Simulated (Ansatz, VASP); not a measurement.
## Two plane-wave programs on B

The input INCAR:

```
AGGAC = 1.0
AGGAX = 1.0
ALDAC = 0.0
ALDAX = 1.0
ALGO = Normal
EDIFF = 1E-7
ENCUT = 520
GGA = B5
ISIF = 2
ISMEAR = -1
LASPH = T
LCHARG = F
LREAL = F
LWAVE = F
NBANDS = 14
NELM = 100
PREC = Accurate
SIGMA = 0.1
```

KPOINTS

```
k-points
0
Gamma
  23 23 2
```

The input POSCAR:

```
B
1.0
    1.7831341476      0.0000000000      0.0000000000
   -0.8915670738      1.5442394702      0.0000000000
    0.0000000000      0.0000000000     22.1325438329
B
4
Direct
    0.0000000000      1.0000000000      0.0000000000
    0.0000000000      1.0000000000      0.5000000000
    0.3333333333      0.6666666667      0.2500000000
    0.6666666667      0.3333333333      0.7500000000
```

Input for Ansatz:

```yaml
crystal:
  lattice:
    - [1.7831341476, 0.0, 0.0]
    - [-0.8915670738, 1.5442394702, 0.0]
    - [0.0, 0.0, 22.1325438329]
  atoms:
    - { symbol: B, position: [0.0, 1.0, 0.0] }
    - { symbol: B, position: [0.0, 1.0, 0.5] }
    - { symbol: B, position: [0.3333333333, 0.6666666667, 0.25] }
    - { symbol: B, position: [0.6666666667, 0.3333333333, 0.75] }
hamiltonian:
  xc: blyp
  pseudopotentials:
    kind: paw
    azcp:
      B: "pseudopotentials/B.paw.azcp"
basis:
  ecutwfc: 420
  fft_grid_basis: typed
kpoints:
  mp_grid: { grid: [23, 23, 2], shift: [0, 0, 0] }
magnetization:
  spin_polarized: false
scf:
  occupations: { method: fermi_dirac, width: 0.1 }
  lower_state_search: "off"
output:
  stress: true
  write_density: true
  write_potential: true
  elf: true
  volumetric_format: npy
```

Alike in both runs: task single point; functional BLYP; k mesh 23 × 23 × 2; occupations fermi-dirac, width 0.1 eV; no spin polarisation.

|  | VASP | Ansatz |
| --- | --- | --- |
| version | VASP 6.6.1 | Ansatz 0.2.0 |
| potentials or method | VASP PAW PBE potentials, release 64 (B), cutoff 520 eV | plane waves (420 eV) with PAW, scalar-relativistic |
| valence electrons in the cell | 12 | 12 |

|  | VASP | Ansatz | Ansatz less VASP |
| --- | --- | --- | --- |
| pressure (GPa) | -11.5 | -11.4 | +0.11 |
| traceless stress, the component that is largest in VASP (GPa) | 11.56 | 11.51 | -0.050 |

VASP's potentials were made for PBE, not for BLYP.
